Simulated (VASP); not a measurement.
Ba2HfO4: single point with LDA

Crystal: Ba2HfO4.

```
CELL_PARAMETERS angstrom
-2.08029 2.08029 6.77789
2.08029 -2.08029 6.77789
2.08029 2.08029 -6.77789
ATOMIC_POSITIONS crystal
Ba 0.35256 0.35256 0.00000
Ba 0.64744 0.64744 0.00000
Hf 0.00000 0.00000 0.00000
O 0.50000 0.00000 0.50000
O 0.00000 0.50000 0.50000
O 0.15461 0.15461 0.00000
O 0.84539 0.84539 0.00000
```

* Program: VASP 6.6.1
* Task: single point
* Functional: LDA
* Potentials or basis: VASP PAW LDA potentials, release 64 (Ba_sv, Hf_pv, O)
* Cutoff: 520 eV
* k mesh: 6 × 6 × 6
* Occupations: gaussian, width 0.01 eV
* Spin: no spin polarisation

```
Pressure               : -5.2 GPa
Largest force          : 0.148 eV/Å
Band gap on the k mesh : 3.28 eV, indirect (least direct gap 3.45 eV)
```

Forces in eV/Å, atoms in the order of the input:
```
Ba   0.000  0.000  0.148
Ba   0.000  0.000 -0.148
Hf   0.000  0.000  0.000
O    0.000  0.000  0.000
O    0.000  0.000  0.000
O    0.000  0.000 -0.079
O    0.000  0.000  0.079
```

Stress tensor (GPa, compression positive):
```
-5.13  0.00  0.00
 0.00 -5.13  0.00
 0.00  0.00 -5.38
```

Levels at points of the mesh, in eV from the valence-band top:
```tsv
k point	band 25	band 26	band 27	band 28	band 29	band 30
(0.00, 0.00, 0.00)	-0.23	-0.23	-0.16	3.45	4.05	4.05
(0.50, 0.00, 0.00)	-0.64	-0.27	-0.24	5.10	5.11	5.50
(0.50, 0.50, 0.00)	-0.41	-0.35	-0.06	4.21	4.81	6.02
(0.50, 0.50, 0.50)	-0.51	-0.18	-0.18	3.28	3.50	5.00
```

It took 6.3 min on 1 thread of Intel(R) Xeon(R) Platinum 8259CL CPU @ 2.50GHz (Skylake/Cascade Lake), on a shared host, peak memory 0.39 GiB.

Caveat: spin-orbit coupling is left out, which moves the levels of the heavy elements. A k mesh can miss the band edges.
